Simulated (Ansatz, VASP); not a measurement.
## Cd: VASP beside Ansatz

INCAR

```
ALGO = Fast
EDIFF = 1E-7
ENCUT = 520
GGA = PS
ISIF = 2
ISMEAR = 0
LASPH = T
LCHARG = F
LREAL = F
LWAVE = F
NBANDS = 19
NELM = 80
PREC = Accurate
SIGMA = 0.15
```

File KPOINTS:

```
k-points
0
Gamma
  18 18 8
```

Contents of POSCAR:

```
Cd
1.0
    2.9788725081      0.0000000000      0.0000000000
   -1.4894362540      2.6313748520      0.0000000000
    0.0000000000      0.0000000000      5.6176500000
Cd
2
Direct
    0.3333333333      0.6666666667      0.2500000000
    0.6666666667      0.3333333333      0.7500000000
```

Input for Ansatz:

```yaml
crystal:
  lattice:
    - [2.9788725081, 0.0, 0.0]
    - [-1.489436254, 2.631374852, 0.0]
    - [0.0, 0.0, 5.61765]
  atoms:
    - { symbol: Cd, position: [0.3333333333, 0.6666666667, 0.25] }
    - { symbol: Cd, position: [0.6666666667, 0.3333333333, 0.75] }
basis:
  ecutwfc: 420
kpoints:
  mp_grid: { grid: [18, 18, 8] }
hamiltonian:
  xc: pbesol
scf:
  occupations: { method: gaussian, width: 0.15 }
output:
  forces: true
  stress: true
  eigenvalues: true
```

Change from the starting cell: strain +0.0200 x Voigt [0, 1, 0, 0, 0, 0], atoms carried along.

Alike in both runs: task single point; functional PBEsol; k mesh 18 × 18 × 8; occupations gaussian, width 0.15 eV; no spin polarisation.

```csv
,VASP,Ansatz
version,VASP 6.6.1,Ansatz 0.2.0
potentials or method,"VASP PAW PBE potentials, release 64 (Cd), cutoff 520 eV","scalar-relativistic, plane waves, PAW"
valence electrons in the cell,24,40
```

```csv
,VASP,Ansatz,Ansatz less VASP
gap on the k mesh at the Fermi level (eV),none,none,-
pressure (GPa),-2.2,-2.5,-0.34
"traceless stress, the component that is largest in VASP (GPa)",-0.56,-0.60,-0.045
rms of the force components (eV/Å),0.009,0.009,+0.0001
```

VASP's potentials were made for PBE, not for PBEsol. Atom by atom the forces differ by 0.000 eV/Å (rms over components). A gap of «none» marks a metal or a gap that the smearing closes. The functional is the same, so the differences come from potentials, cutoffs and numerics. VASP's potentials hold 24 valence electrons a cell and Ansatz's 40, so a difference there can come from the potentials and not from the codes.
